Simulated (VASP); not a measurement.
A run of VASP 6.6.1 is set up as follows.

INCAR

```
SYSTEM = Pt
PREC = Accurate
ENCUT = 520
EDIFF = 1E-7
ISMEAR = 0
SIGMA = 0.15
LREAL = .False.
LASPH = .True.
NELM = 150
ALGO = Normal
ISIF = 2
LWAVE = .False.
LCHARG = .False.
ISPIN = 2
MAGMOM = 0.25
LORBIT = 11
NUPDOWN = 0.25
LMAXMIX = 4
GGA = PS
NBANDS = 15
```

The input KPOINTS:

```
Automatic mesh
0
Gamma
  22 22 22
  0 0 0
```

File POSCAR:

```
Pt
1.0
    0.0000000000      1.9589709028      1.9589709028
    1.9589709028      0.0000000000      1.9589709028
    1.9589709028      1.9589709028      0.0000000000
Pt
1
Direct
    0.0000000000      0.0000000000      0.0000000000
```

Potentials or basis: VASP PAW PBE potentials, release 64 (Pt).

Launch:

```console
$ cat potpaw_PBE.64/Pt/POTCAR > POTCAR
$ mpirun -np 1 vasp_std > vasp.out
```

(1) What does it give for the pressure?

Answers

(1) 0.0 GPa.

Caveat: the PAW data sets were made with another functional, which shifts forces and pressure a little; the total moment is fixed, so each spin has its own Fermi level.
